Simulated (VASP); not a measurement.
Input of a VASP 6.6.1 run:

INCAR

```
ALGO = Normal
EDIFF = 1E-7
EDIFFG = -0.08
ENCUT = 500
GGA = PE
GGA_COMPAT = F
IBRION = 2
ISIF = 3
ISMEAR = 0
ISPIN = 2
LASPH = T
LCHARG = F
LMAXMIX = 4
LORBIT = 11
LREAL = F
LWAVE = F
MAGMOM = 3 3 3 0 0
NELM = 200
NELMIN = 4
NSW = 36
PREC = Accurate
SIGMA = 0.2
```

File KPOINTS:

```
k-points
0
Gamma
  4 4 4
```

Contents of POSCAR:

```
Cr3As2
1.0
    3.0433404700      1.7570734400      2.7651985400
   -3.0433404700      1.7570734400      2.7651985400
    0.0000000000     -3.5141468700      2.7651985400
Cr As
3 2
Direct
    0.0000000000      0.5000000000      0.5000000000
    0.5000000000      0.0000000000      0.5000000000
    0.5000000000      0.5000000000      0.0000000000
    0.5000000000      0.5000000000      0.5000000000
    0.0000000000      0.0000000000      0.0000000000
```

Potentials or basis: VASP PAW PBE potentials, release 64 (Cr_pv, As).

Command:

```sh
$ cat potpaw_PBE.64/Cr_pv/POTCAR potpaw_PBE.64/As/POTCAR > POTCAR
$ mpirun -np 1 vasp_std > vasp.out
```

What does it give for the relaxed cell?

a = 4.735 Å, b = 4.735 Å, c = 4.735 Å, α = 85.32°, β = 85.32°, γ = 85.32°.

What does it give for the net moment?

11.66 μB per cell.

Final structure:
```xyz
5
Lattice="3.2085 1.8525 2.9484 -3.2085 1.8525 2.9484 0.0000 -3.7049 2.9484" Properties=species:S:1:pos:R:3 pbc="T T T"
Cr   -1.6043   -0.9262    2.9484
Cr    1.6043   -0.9262    2.9484
Cr    0.0000    1.8525    2.9484
As    0.0000    0.0000    4.4227
As    0.0000    0.0000    0.0000
```

Caveat: the highest band is partly filled, so the run has too few bands.
